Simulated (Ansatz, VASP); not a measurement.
**One calculation of BAs, two programs**

File POSCAR:

```
BAs
1.0
    2.9570103300      0.0000000000      0.0000000000
    0.0000000000      2.9570103300      0.0000000000
    0.0000000000      0.0000000000      2.9570103300
B As
1 1
Direct
    0.5000000000      0.5000000000      0.5000000000
    0.0000000000      0.0000000000      0.0000000000
```

INCAR.step1

```
PREC = Accurate ; ENCUT = 520
EDIFF = 1E-5 ; ISMEAR = -1
SIGMA = 0.05 ; LREAL = False
LASPH = True ; NELM = 60
ALGO = Normal ; ISIF = 2
LWAVE = True ; GGA = PE
NBANDS = 11
```

The input INCAR.step2:

```
PREC = Accurate ; ENCUT = 520
EDIFF = 1E-6 ; ISMEAR = -1
SIGMA = 0.05 ; LREAL = False
LASPH = True ; NELM = 60
ALGO = Normal ; ISIF = 2
LWAVE = False ; LCHARG = True
METAGGA = R2SCAN ; LHFCALC = True
AEXX = 0.25 ; LMIXTAU = True
PRECFOCK = Normal ; LELF = True
LVHAR = True ; ISTART = 1
NBANDS = 11
```

KPOINTS

```
regular mesh
0
Gamma
  5 5 5
```

Contents of input.yaml:

```yaml
crystal:
  lattice:
    - [2.95701033, 0.0, 0.0]
    - [0.0, 2.95701033, 0.0]
    - [0.0, 0.0, 2.95701033]
  atoms:
    - { symbol: B, position: [0.5, 0.5, 0.5] }
    - { symbol: As, position: [0.0, 0.0, 0.0] }
hamiltonian:
  xc: r2scan0
  pseudopotentials: { kind: paw }
kpoints:
  mp_grid: { grid: [5, 5, 5] }
scf:
  occupations: { method: fermi_dirac, width: 0.05 }
output:
  forces: true
  stress: true
  eigenvalues: true
```

Alike in both runs: task single point; functional r2SCAN0; k mesh 5 × 5 × 5; occupations fermi-dirac, width 0.05 eV; no spin polarisation.

|  | VASP | Ansatz |
| --- | --- | --- |
| version | VASP 6.6.1 | Ansatz 0.2.0 |
| potentials or method | VASP PAW PBE potentials, release 64 (B, As) | Ansatz PAW |
| plane-wave cutoff (eV) | 520 | 500 |
| valence electrons in the cell | 8 | 18 |

```tsv
	VASP	Ansatz	Ansatz less VASP
gap on the k mesh at the Fermi level (eV)	none	none	-
pressure (GPa)	-9.9	-9.4	+0.54
```

VASP's potentials were made for PBE, not for r2SCAN0. A gap of «none» marks a metal or a gap that the smearing closes. VASP's potentials hold 8 valence electrons a cell and Ansatz's 18, so a difference there can come from the potentials and not from the codes.

The k mesh is coarse, so the values compare programs but aren't converged.
